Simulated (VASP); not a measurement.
Set up this calculation in VASP 6.6.1, as the native input.

```
Task                   : relaxation of cell and atoms
Functional             : RPBE
Potentials or basis    : VASP PAW PBE potentials, release 64 (Zr_sv)
Cutoff                 : 600 eV
k mesh                 : 7 × 7 × 10
Occupations            : fermi-dirac, width 0.1 eV
Spin                   : no spin polarisation
Dipole correction      : no
Further INCAR settings : ALGO = Normal; EDIFF = 1e-06; IBRION = 2; EDIFFG = -0.01; NSW = 80; ISIF = 3
```

The structure of Zr lies in POSCAR:

```
Zr
1.0
    5.0859926290      0.0000000000      0.0000000000
   -2.5429963145      4.4045988202      0.0000000000
    0.0000000000      0.0000000000      3.1177134816
Zr
3
Direct
    0.0000000000      0.0000000000      0.0000000000
    0.3333333333      0.6666666667      0.5000000000
    0.6666666667      0.3333333333      0.5000000000
```

The input as run:

INCAR

```
SYSTEM = Zr
ALGO     = Normal         ! electronic algorithm
EDIFF    = 1E-6           ! SCF threshold, eV
EDIFFG   = -0.01          ! ionic threshold
ENCUT    = 600            ! plane-wave cutoff, eV
GGA      = RP             ! functional
IBRION   = 2              ! ionic algorithm
ISIF     = 3              ! what is computed and relaxed
ISMEAR   = -1             ! smearing method
LASPH    = .True.         ! aspherical terms in the spheres
LCHARG   = .False.        ! write CHGCAR
LREAL    = .False.        ! projectors in reciprocal space
LWAVE    = .False.        ! write WAVECAR
NELM     = 100            ! most SCF steps
NSW      = 80             ! ionic steps
PREC     = Accurate       ! precision mode
SIGMA    = 0.1            ! smearing width, eV
```

KPOINTS

```
k-points
0
Gamma
  7 7 10
  0 0 0
```

Potentials or basis: VASP PAW PBE potentials, release 64 (Zr_sv).

Run with:

```bash
$ cat potpaw_PBE.64/Zr_sv/POTCAR > POTCAR
$ mpirun -np 1 vasp_std > vasp.out
```

It gave:

```yaml
Relaxed_volume: 23.67 Å³/atom
Relaxed_cell: a = 5.087 Å, b = 5.087 Å, c = 3.169 Å, α = 90.00°, β = 90.00°, γ = 120.00°
Space_group_after_relaxing_to_0.05_Å: P6/mmm (No. 191)
Energy_gained_by_relaxing: 3.8 meV/atom
Ionic_steps: 4
Pressure_after_relaxing: 0.0 GPa
Band_gap_on_the_k_mesh: zero (band 18 reaches 9.02 eV, above the bottom of band 19 at 8.59 eV)
```

Caveat: the PAW data sets were made with another functional, which shifts forces and pressure a little.

Wall time 8.3 min on 1 thread of Intel Xeon 8259CL, with other jobs on the host, peak memory 0.26 GiB.
